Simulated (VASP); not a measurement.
# Cu in VASP: a series of runs

Cu is run at these levels: LDA; tasks: single point, relaxation of cell and atoms.

Everything below comes from runs of VASP 6.6.1. Logs are shortened: lines on timing, memory, paths and dates and some standing lists are left out, and cuts for length are marked.

## Step 1: The cell of the first run

The structure is tetragonal, space group I4/mmm (No. 139). Conventional cell: a = 2.493 Å, b = 2.493 Å, c = 3.503 Å, α = 90.00°, β = 90.00°, γ = 90.00°. Cu (site symmetry 4/mmm) has 12 Cu at 2.49 Å within 3.3 Å.

## Step 2: Single point, LDA

The input, INCAR:

```
ALGO = Normal ; EDIFF = 1E-6
ENCUT = 520 ; ISIF = 2
ISMEAR = 1 ; LASPH = T
LCHARG = F ; LREAL = F
LWAVE = F ; NBANDS = 18
NELM = 100 ; PREC = Accurate
SIGMA = 0.1
```

The input, KPOINTS:

```
k-points
0
Gamma
  16 16 12
```

The input, POSCAR:

```
Cu
1.0
    2.4931468940      0.0000000000      0.0000000000
    0.0000000000      2.4931468940      0.0000000000
    0.0000000000      0.0000000000      3.5028318642
Cu
2
Direct
    0.0000000000      0.0000000000      0.0000000000
    0.5000000000      0.5000000000      0.5000000000
```

Potentials or basis: VASP PAW LDA potentials, release 64 (Cu).

Run with:

```
$ cat potpaw_LDA.64/Cu/POTCAR > POTCAR
$ mpirun -np 1 vasp_std > vasp.out
```

OUTCAR:

```text
EDIFF = 1E-6
   ENCUT = 520
   ISIF = 2
   ISMEAR = 1
   LASPH = T
   LREAL = F
   NELM = 100
   PREC = Accurate

 ion  position               nearest neighbor table
   1  0.000  0.000  0.000-   2 2.49   2 2.49   2 2.49   2 2.49   2 2.49   2 2.49   2 2.49   2 2.49

   2  0.500  0.500  0.500-   1 2.49   1 2.49   1 2.49   1 2.49   1 2.49   1 2.49   1 2.49   1 2.49

  LATTYP: Found a simple tetragonal cell.
 ALAT       =     2.4931468940
 C/A-ratio  =     1.4049841478

  Lattice vectors:

 A1 = (   2.4931468940,   0.0000000000,   0.0000000000)
 A2 = (   0.0000000000,   2.4931468940,   0.0000000000)
 A3 = (   0.0000000000,   0.0000000000,   3.5028318642)

Analysis of symmetry for initial positions (statically):
=====================================================================
 Subroutine PRICEL returns following result:

  LATTYP: Found a body centered tetragonal cell.
 ALAT       =     2.4931468940
 C/A-ratio  =     1.4049841478

  Lattice vectors:

 A1 = (  -1.2465734470,  -1.2465734470,  -1.7514159321)
 A2 = (   1.2465734470,   1.2465734470,  -1.7514159321)
 A3 = (   1.2465734470,  -1.2465734470,   1.7514159321)

   2 primitive cells build up your supercell.

 Routine SETGRP: Setting up the symmetry group for a
 simple tetragonal supercell.

 Subroutine GETGRP returns: Found 16 space group operations
 (whereof 16 operations were pure point group operations)
 out of a pool of 16 trial point group operations.

The static configuration has the point symmetry D_4h.

Analysis of symmetry for dynamics (positions and initial velocities):
=====================================================================
 Subroutine PRICEL returns following result:

  LATTYP: Found a body centered tetragonal cell.
 ALAT       =     2.4931468940
 C/A-ratio  =     1.4049841478

  Lattice vectors:

 A1 = (  -1.2465734470,  -1.2465734470,  -1.7514159321)
 A2 = (   1.2465734470,   1.2465734470,  -1.7514159321)
 A3 = (   1.2465734470,  -1.2465734470,   1.7514159321)

   2 primitive cells build up your supercell.

 Routine SETGRP: Setting up the symmetry group for a
 simple tetragonal supercell.

 Subroutine GETGRP returns: Found 16 space group operations
 (whereof 16 operations were pure point group operations)
 out of a pool of 16 trial point group operations.

The dynamic configuration has the point symmetry D_4h.

[... 90 lines left out ...]
   ISPIN  =      1    spin polarized calculation?
   LNONCOLLINEAR =      F non collinear calculations
   LSORBIT =      F    spin-orbit coupling
   LASPH  =      T    aspherical Exc in radial PAW
   ENCUT  =  520.0 eV  38.22 Ry    6.18 a.u.   4.64  4.64  6.51*2*pi/ulx,y,z
   NELM   =    100;   NELMIN=  2; NELMDL= -5     # of ELM steps
   EDIFF  = 0.1E-05   stopping-criterion for ELM
   LREAL  =      F    real-space projection
   EDIFFG = 0.1E-04   stopping-criterion for IOM
   NSW    =      0    number of steps for IOM
   IBRION =     -1    ionic relax: 0-MD 1-quasi-New 2-CG
   NFREE  =      0    steps in history (QN), initial steepest desc. (CG)
   ISIF   =      2    stress and relaxation
   ISYM   =      2    0-nonsym 1-usesym 2-fastsym
   POTIM  = 0.5000    time-step for ionic-motion
   TEBEG  =    0.0;   TEEND  =   0.0 temperature during run
   PSTRESS=    0.0 pullay stress
   NELECT =      22.0000    total number of electrons
   NUPDOWN=      -1.0000    fix difference up-down
   EMIN   =  10.00;   EMAX   =-10.00  energy-range for DOS
   EFERMI =   0.00;   METHOD = LEGACY
   ISMEAR =     1;   SIGMA  =   0.10  broadening in eV -4-tet -1-fermi 0-gaus
   EFERMI_NEDOS =   21; number of points for ismear=-14 and -15
   IALGO  =     38    algorithm
   IMIX   =      4    mixing-type and parameters
     AMIX     =   0.40;   BMIX     =  1.00
     AMIX_MAG =   1.60;   BMIX_MAG =  1.00
  volume/ion in A,a.u.               =      10.89        73.47
  Fermi-wavevector in a.u.,A,eV,Ry     =   1.642772  3.104390 36.718056  2.698701
  Thomas-Fermi vector in A             =   2.733019
   LORBIT       =      0    0 simple, 1 ext, 2 COOP (PROOUT), +10 PAW based schemes
   GGA     = CA    functional components
   LHFCALC =     F    Hartree Fock is set to
   AEXX    =    0.0000 exact exchange contribution
   IVDW    =     0    specifies the selected vdW correction
   LEPSILON=     F    determine dielectric tensor
   LRPA    =     F    only Hartree local field effects (RPA)
 non-spin polarized calculation
 Methfessel and Paxton  Order N= 1 SIGMA  =   0.10
  energy-cutoff  :      520.00
  volume of cell :       21.77
 maximum number of plane-waves:       606
 NGX is ok and might be reduce to    20
   NGX =  9   NGY =  9   NGZ = 13

 number of electron      22.0000041 magnetization

 Free energy of the ion-electron system (eV)
  ---------------------------------------------------
  ext. energy  EPLUGINS =         0.00000000
  ---------------------------------------------------
  free energy    TOTEN  =        -9.41637787 eV

  energy without entropy =       -9.41651854  energy(sigma->0) =       -9.41642476

 E-fermi :   8.3807     XC(G=0): -13.5856

 val. band max:        8.3559712427   @ k =   0.4375   0.1250   0.5000
 cond. band min:       8.3932834626   @ k =   0.5000   0.1875   0.0000
 fundamental gap:      0.0373122199
 Fermi energy:         8.3807262377

 k-point     1 :       0.0000    0.0000    0.0000
  band No.  band energies     occupation
      1      -1.5810      2.00000
      2       2.9986      2.00000
      3       3.4849      2.00000
      4       5.0562      2.00000
      5       5.0562      2.00000
      6       5.0925      2.00000
[... 481 lines left out ...]
      5       4.6730      2.00000
      6       4.6730      2.00000
[... 10 lines left out ...]
     17      25.3919      0.00000
     18      25.3919      0.00000

 [... further k-points ...]

------------------------ aborting loop because EDIFF is reached ----------------------------------------

  FORCE on cell =-STRESS in cart. coord.  units (eV):
  Direction    XX          YY          ZZ          XY          YZ          ZX
  --------------------------------------------------------------------------------------
  -------------------------------------------------------------------------------------
  Total        0.1429017      0.1429017      0.1483406      0.0000000     -0.0000000     -0.0000000
  in kB       10.5155749     10.5155749     10.9157998      0.0000000     -0.0000000     -0.0000000
  external PRESSURE =      10.6489832 kB  Pullay stress =       0.0000000 kB

 VOLUME and BASIS-vectors are now :
 -----------------------------------------------------------------------------
  energy-cutoff  :      520.00
  volume of cell :       21.77
      direct lattice vectors                 reciprocal lattice vectors
     2.493146894  0.000000000  0.000000000     0.401099511  0.000000000  0.000000000
     0.000000000  2.493146894  0.000000000     0.000000000  0.401099511  0.000000000
     0.000000000  0.000000000  3.502831864     0.000000000  0.000000000  0.285483300

 POSITION                                       TOTAL-FORCE (eV/Angst)
 -----------------------------------------------------------------------------------
      0.00000      0.00000      0.00000        -0.000000     -0.000000      0.000000
      1.24657      1.24657      1.75142         0.000000      0.000000      0.000000
 -----------------------------------------------------------------------------------
    total drift:                               -0.000000      0.000000      0.000000

  FREE ENERGIE OF THE ION-ELECTRON SYSTEM (eV)
  ---------------------------------------------------
  free  energy   TOTEN  =        -9.4163778717 eV

  energy  without entropy=       -9.4165185394  energy(sigma->0) =       -9.41642476
```

Wall time 58 s (1 thread of Intel Xeon Platinum 8375C at 2.90GHz (Ice Lake), shared host); peak memory 0.2 GiB.

What came out:

```
Free energy            : -9.4164 eV
Pressure               : 1.1 GPa
Band gap on the k mesh : zero (band 11 reaches 14.91 eV, above the bottom of band 12 at 6.32 eV)
```

## Step 3: Single point, LDA

The input, INCAR:

```
ALGO = Normal ; EDIFF = 1E-6
ENCUT = 700 ; GGA_COMPAT = F
ISIF = 2 ; ISMEAR = 1
LASPH = T ; LCHARG = F
LREAL = F ; LWAVE = F
NBANDS = 26 ; NELM = 120
PREC = Accurate ; SIGMA = 0.1
```

KPOINTS is that of step 2.

POSCAR is that of step 2.

Potentials or basis: VASP PAW LDA potentials, release 64 (Cu_sv_GW).

Run with:

```
$ cat potpaw_LDA.64/Cu_sv_GW/POTCAR > POTCAR
$ mpirun -np 1 vasp_std > vasp.out
```

It took 3.1 min on 1 thread of Intel Xeon Platinum 8259CL at 2.50GHz (Skylake/Cascade Lake), shared host; peak memory 0.35 GiB.

The run converged. Its results:

* Free energy: -9.7128 eV
* Pressure: -4.5 GPa
* Band gap on the k mesh: zero (band 19 reaches 14.73 eV, above the bottom of band 20 at 6.20 eV)

Levels at points of the mesh, in eV from the Fermi level:
| k point | band 17 | band 18 | band 19 | band 20 | band 21 | band 22 |
| --- | --- | --- | --- | --- | --- | --- |
| (0.00, 0.00, 0.00) | -1.70 | -1.52 | -1.52 | 1.49 | 7.83 | 13.52 |
| (0.50, 0.00, 0.00) | -2.36 | -2.36 | -0.27 | -0.27 | 10.31 | 10.31 |
| (0.50, 0.50, 0.00) | -1.51 | -1.51 | 1.34 | 1.34 | 7.65 | 7.65 |
| (0.00, 0.00, 0.50) | -2.55 | -2.55 | -2.03 | -2.03 | 17.87 | 17.87 |
| (0.50, 0.00, 0.50) | -1.68 | -1.68 | -1.26 | -1.26 | 4.17 | 4.17 |
| (0.50, 0.50, 0.50) | -1.53 | -1.53 | 6.51 | 6.51 | 6.51 | 6.51 |

(Continued in part 2 of 2.)
